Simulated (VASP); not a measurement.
# BN (kk07) (F-43m) in VASP: notebook

BN (kk07) is run at these levels: LDA; tasks: single point.

All numbers are computed with VASP 6.6.1; they aren't measurements. Logs are shortened: lines on timing, memory, paths and dates and some standing lists are left out, and cuts for length are marked.

## Step 1: The cell of the first run

It takes space group F-43m (No. 216, cubic). Conventional cell: a = 3.626 Å, b = 3.626 Å, c = 3.626 Å, α = 90.00°, β = 90.00°, γ = 90.00°. B (site symmetry -43m) has 4 N at 1.57 Å within 2.1 Å. N (site symmetry -43m) has 4 B at 1.57 Å within 2.1 Å.

## Step 2: Single point, LDA

Input file INCAR:

```
  PREC = Accurate
  ENCUT = 520
  EDIFF = 1E-6
  ISMEAR = 0
  SIGMA = 0.1
  LREAL = False
  LASPH = True
  NELM = 100
  ALGO = Normal
  ISIF = 2
  LWAVE = False
  LCHARG = False
  NBANDS = 11
```

Input file KPOINTS:

```
regular mesh
0
Gamma
  8 8 8
```

Input file POSCAR:

```
BN
1.0
    0.0000000000      1.8130010000      1.8130010000
    1.8130010000      0.0000000000      1.8130010000
    1.8130010000      1.8130010000      0.0000000000
B N
1 1
Direct
    0.0000000000      0.0000000000      0.0000000000
    0.2500000000      0.2500000000      0.2500000000
```

Potentials or basis: VASP PAW LDA potentials, release 64 (B, N).

Started as:

```bash
> cat potpaw_LDA.64/B/POTCAR potpaw_LDA.64/N/POTCAR > POTCAR
> mpirun -np 1 vasp_std > vasp.out
```

OUTCAR:

```text
PREC = Accurate
   ENCUT = 520
   EDIFF = 1E-6
   ISMEAR = 0
   LREAL = False
   LASPH = True
   NELM = 100
   ISIF = 2

 ion  position               nearest neighbor table
   1  0.000  0.000  0.000-   2 1.57   2 1.57   2 1.57   2 1.57
   2  0.250  0.250  0.250-   1 1.57   1 1.57   1 1.57   1 1.57

  LATTYP: Found a face centered cubic cell.
 ALAT       =     3.6260020000

  Lattice vectors:

 A1 = (   0.0000000000,   1.8130010000,   1.8130010000)
 A2 = (   1.8130010000,   0.0000000000,   1.8130010000)
 A3 = (   1.8130010000,   1.8130010000,   0.0000000000)

Analysis of symmetry for initial positions (statically):
=====================================================================
 Subroutine PRICEL returns:
 Original cell was already a primitive cell.

 Routine SETGRP: Setting up the symmetry group for a
 face centered cubic supercell.

 Subroutine GETGRP returns: Found 24 space group operations
 (whereof 24 operations were pure point group operations)
 out of a pool of 48 trial point group operations.

The static configuration has the point symmetry T_d .

Analysis of symmetry for dynamics (positions and initial velocities):
=====================================================================
 Subroutine PRICEL returns:
 Original cell was already a primitive cell.

 Routine SETGRP: Setting up the symmetry group for a
 face centered cubic supercell.

 Subroutine GETGRP returns: Found 24 space group operations
 (whereof 24 operations were pure point group operations)
 out of a pool of 48 trial point group operations.

The dynamic configuration has the point symmetry T_d .

 Subroutine INISYM returns: Found 24 space group operations
 (whereof 24 operations are pure point group operations),
 and found     1 'primitive' translations

----------------------------------------------------------------------------------------

                                     Primitive cell

  volume of cell :      11.9186

  direct lattice vectors                    reciprocal lattice vectors
     0.000000000  1.813001000  1.813001000    -0.275785838  0.275785838  0.275785838
     1.813001000  0.000000000  1.813001000     0.275785838 -0.275785838  0.275785838
     1.813001000  1.813001000  0.000000000     0.275785838  0.275785838 -0.275785838

  length of vectors
     2.563970603  2.563970603  2.563970603     0.477675083  0.477675083  0.477675083

  position of ions in fractional coordinates (direct lattice)
     0.000000000  0.000000000  0.000000000
     0.250000000  0.250000000  0.250000000

[... 79 lines left out ...]
   NSW    =      0    number of steps for IOM
   IBRION =     -1    ionic relax: 0-MD 1-quasi-New 2-CG
   NFREE  =      0    steps in history (QN), initial steepest desc. (CG)
   ISIF   =      2    stress and relaxation
   ISYM   =      2    0-nonsym 1-usesym 2-fastsym
   POTIM  = 0.5000    time-step for ionic-motion
   TEBEG  =    0.0;   TEEND  =   0.0 temperature during run
   PSTRESS=    0.0 pullay stress
   NELECT =       8.0000    total number of electrons
   NUPDOWN=      -1.0000    fix difference up-down
   EMIN   =  10.00;   EMAX   =-10.00  energy-range for DOS
   EFERMI =   0.00;   METHOD = LEGACY
   ISMEAR =     0;   SIGMA  =   0.10  broadening in eV -4-tet -1-fermi 0-gaus
   EFERMI_NEDOS =   21; number of points for ismear=-14 and -15
   IALGO  =     38    algorithm
   IMIX   =      4    mixing-type and parameters
     AMIX     =   0.40;   BMIX     =  1.00
     AMIX_MAG =   1.60;   BMIX_MAG =  1.00
  volume/ion in A,a.u.               =       5.96        40.22
  Fermi-wavevector in a.u.,A,eV,Ry     =   1.433387  2.708709 27.954506  2.054598
  Thomas-Fermi vector in A             =   2.552911
   LORBIT       =      0    0 simple, 1 ext, 2 COOP (PROOUT), +10 PAW based schemes
   GGA     = CA    functional components
   LHFCALC =     F    Hartree Fock is set to
   AEXX    =    0.0000 exact exchange contribution
   IVDW    =     0    specifies the selected vdW correction
   LEPSILON=     F    determine dielectric tensor
   LRPA    =     F    only Hartree local field effects (RPA)
 non-spin polarized calculation
 Gauss-broadening in eV      SIGMA  =   0.10
  energy-cutoff  :      520.00
  volume of cell :       11.92
 maximum number of plane-waves:       332
   NGX =  9   NGY =  9   NGZ =  9

 number of electron       8.0000000 magnetization

 Free energy of the ion-electron system (eV)
  ---------------------------------------------------
  ext. energy  EPLUGINS =         0.00000000
  ---------------------------------------------------
  free energy    TOTEN  =       -19.39651632 eV

  energy without entropy =      -19.39651632  energy(sigma->0) =      -19.39651632

 E-fermi :   7.7897     XC(G=0): -13.0610

 val. band max:        7.2753157693   @ k =   0.0000   0.0000   0.0000
 cond. band min:      11.6079965441   @ k =   0.5000   0.5000   0.0000
 fundamental gap:      4.3326807749
 Fermi energy:         7.7897367751

 k-point     1 :       0.0000    0.0000    0.0000
  band No.  band energies     occupation
      1     -12.6912      2.00000
      2       7.2753      2.00000
      3       7.2753      2.00000
      4       7.2753      2.00000
      5      15.9158      0.00000
      6      15.9158      0.00000
      7      15.9158      0.00000
      8      17.5681      0.00000
      9      31.5936      0.00000
     10      34.9511      0.00000
     11      34.9511      0.00000
[... 309 lines left out ...]
 k-point    24 :      -0.3750    0.2500    0.1250
  band No.  band energies     occupation
      1      -7.7459      2.00000
      2      -2.3656      2.00000
      3       2.4982      2.00000
      4       3.8365      2.00000
      5      16.6629      0.00000
      6      18.3032      0.00000
      7      21.4446      0.00000
      8      22.7661      0.00000
      9      26.3474      0.00000
     10      32.7046      0.00000
     11      34.3666      0.00000

 [... further k-points ...]
[... 5 lines left out ...]
  --------------------------------------------------------------------------------------
  -------------------------------------------------------------------------------------
  Total       -0.9920531     -0.9920531     -0.9920531     -0.0000000      0.0000000     -0.0000000
  in kB     -133.3587075   -133.3587075   -133.3587075     -0.0000000      0.0000000     -0.0000000
  external PRESSURE =    -133.3587075 kB  Pullay stress =       0.0000000 kB

 VOLUME and BASIS-vectors are now :
 -----------------------------------------------------------------------------
  energy-cutoff  :      520.00
  volume of cell :       11.92
      direct lattice vectors                 reciprocal lattice vectors
     0.000000000  1.813001000  1.813001000    -0.275785838  0.275785838  0.275785838
     1.813001000  0.000000000  1.813001000     0.275785838 -0.275785838  0.275785838
     1.813001000  1.813001000  0.000000000     0.275785838  0.275785838 -0.275785838

 POSITION                                       TOTAL-FORCE (eV/Angst)
 -----------------------------------------------------------------------------------
      0.00000      0.00000      0.00000        -0.000000     -0.000000     -0.000000
      0.90650      0.90650      0.90650         0.000000      0.000000      0.000000
 -----------------------------------------------------------------------------------
    total drift:                               -0.000000     -0.000000     -0.000000

  FREE ENERGIE OF THE ION-ELECTRON SYSTEM (eV)
  ---------------------------------------------------
  free  energy   TOTEN  =       -19.3965163249 eV

  energy  without entropy=      -19.3965163249  energy(sigma->0) =      -19.39651632
```

Wall time 2.6 s (1 thread of AMD EPYC 7R13 (Zen 3), shared host); peak memory 0.08 GiB.

What came out:

| Item | Value |
| --- | --- |
| Free energy | -19.3965 eV |
| Pressure | -13.3 GPa |
| Band gap on the k mesh | 4.33 eV, indirect (least direct gap 8.64 eV) |

Levels at points of the mesh, in eV from the valence-band top:
```
           k point  band 1  band 2  band 3  band 4  band 5  band 6  band 7  band 8  band 9
(0.00, 0.00, 0.00)  -19.97    0.00    0.00    0.00    8.64    8.64    8.64   10.29   24.32
(0.50, 0.00, 0.00)  -15.73  -10.63   -1.93   -1.93   10.09   10.51   10.51   14.92   22.95
(0.50, 0.50, 0.00)  -14.36   -8.83   -4.88   -4.88    4.33    9.09   17.56   17.56   20.35
```

## Step 3: Single point, LDA

This run uses another cell than the first one, of 5.73 Å³/atom, 0.962 times its volume.

Input file INCAR:

```
SYSTEM = BN
PREC     = Accurate       ! precision mode
ENCUT    = 520            ! plane-wave cutoff, eV
EDIFF    = 1E-6           ! SCF threshold, eV
ISMEAR   = 0              ! smearing method
SIGMA    = 0.1            ! smearing width, eV
LREAL    = .FALSE.        ! projectors in reciprocal space
LASPH    = .TRUE.         ! aspherical terms in the spheres
NELM     = 80             ! most SCF steps
ALGO     = Normal         ! electronic algorithm
ISIF     = 2              ! what is computed and relaxed
LWAVE    = .FALSE.        ! write WAVECAR
LCHARG   = .TRUE.         ! write CHGCAR
LELF     = .TRUE.         ! ELF
LVHAR    = .TRUE.       
NBANDS   = 11             ! bands
```

Input file KPOINTS:

```
Automatic mesh
0
G
  10 10 10
  0 0 0
```

Input file POSCAR:

```
BN
1.0
    0.0000000000      1.7899407159      1.7899407159
    1.7899407159      0.0000000000      1.7899407159
    1.7899407159      1.7899407159      0.0000000000
B N
1 1
Direct
    0.0000000000      0.0000000000      0.0000000000
    0.2500000000      0.2500000000      0.2500000000
```

Potentials or basis: VASP PAW LDA potentials, release 64 (B, N).

Started as:

```bash
> cat potpaw_LDA.64/B/POTCAR potpaw_LDA.64/N/POTCAR > POTCAR
> mpirun -np 1 vasp_std > vasp.out
```

Wall time 4 s (1 thread of AMD EPYC 7R13 (Zen 3), shared host); peak memory 0.08 GiB.

It converged, with:

- Free energy: -19.4137 eV
- Pressure: 1.2 GPa
- Band gap on the k mesh: 4.38 eV, indirect (least direct gap 8.82 eV)

Levels at points of the mesh, in eV from the valence-band top:
```csv
k point,band 1,band 2,band 3,band 4,band 5,band 6,band 7,band 8,band 9
"(0.00, 0.00, 0.00)",-20.41,0.00,0.00,0.00,8.82,8.82,8.82,10.92,25.05
"(0.50, 0.00, 0.00)",-15.98,-10.98,-2.00,-2.00,10.60,10.73,10.73,15.31,23.51
"(0.50, 0.50, 0.00)",-14.56,-9.08,-5.07,-5.07,4.38,9.31,18.15,18.15,21.01
```

A k mesh can miss the band edges. Expect the measured gap to be larger: semilocal functionals such as LDA lack the derivative discontinuity.

## Step 4: Single point, LDA

This run uses another cell than the first one, of 5.73 Å³/atom, 0.962 times its volume.

Input file INCAR:

```
PREC     = Accurate       # precision mode
ENCUT    = 520            # plane-wave cutoff, eV
EDIFF    = 1E-6           # SCF threshold, eV
ISMEAR   = 0              # smearing method
SIGMA    = 0.02           # smearing width, eV
LREAL    = False          # projectors in reciprocal space
LASPH    = True           # aspherical terms in the spheres
NELM     = 100            # most SCF steps
ALGO     = Normal         # electronic algorithm
ISIF     = 2              # what is computed and relaxed
LWAVE    = False          # write WAVECAR
LCHARG   = True           # write CHGCAR
GGA      = CA             # functional
LELF     = True           # ELF
LVHAR    = True         
NBANDS   = 11             # bands
```

Input file KPOINTS:

```
Automatic mesh
0
Gamma
  16 16 16
```

Input file POSCAR:

```
BN
1.0
    0.0000000000      1.7899236534      1.7899236534
    1.7899236534      0.0000000000      1.7899236534
    1.7899236534      1.7899236534      0.0000000000
B N
1 1
Direct
    0.0000000000      0.0000000000      0.0000000000
    0.2500000000      0.2500000000      0.2500000000
```

Started as:

```bash
> cat potpaw_LDA.64/B/POTCAR potpaw_LDA.64/N/POTCAR > POTCAR
> mpirun -np 1 vasp_std > vasp.out
```

Wall time 11 s (1 thread of AMD EPYC 7R13 (Zen 3), shared host); peak memory 0.09 GiB.

Results (log left out):

- Free energy: -19.4138 eV
- Pressure: 1.3 GPa
- Band gap on the k mesh: 4.38 eV, indirect (least direct gap 8.82 eV)

Levels at points of the mesh, in eV from the valence-band top:
```csv
k point,band 2,band 3,band 4,band 5,band 6,band 7
"(0.00, 0.00, 0.00)",0.00,0.00,0.00,8.82,8.82,8.82
"(0.50, 0.00, 0.00)",-10.98,-2.00,-2.00,10.60,10.73,10.73
"(0.50, 0.50, 0.00)",-9.08,-5.07,-5.07,4.38,9.31,18.15
```

A k mesh can miss the band edges. Expect the measured gap to be larger: semilocal functionals such as LDA lack the derivative discontinuity.

## Step 5: Overview

| cell | k mesh | smearing | gap on the mesh (eV) | pressure (GPa) |
| --- | --- | --- | --- | --- |
| a = 2.564 Å, angles 60.0°, 2 atoms | 8 × 8 × 8 | gaussian 0.1 eV | 4.33 | -13.3 |
| a = 2.531 Å, angles 60.0°, 2 atoms | 10 × 10 × 10 | gaussian 0.1 eV | 4.38 | 1.2 |
| a = 2.531 Å, angles 60.0°, 2 atoms | 16 × 16 × 16 | gaussian 0.02 eV | 4.38 | 1.3 |

Alike in all rows: task single point; level LDA; potentials or basis VASP PAW LDA potentials, release 64 (B, N); no spin polarisation; cutoff (eV) 520.

Absolute energies hang on the potentials; compare differences alone.
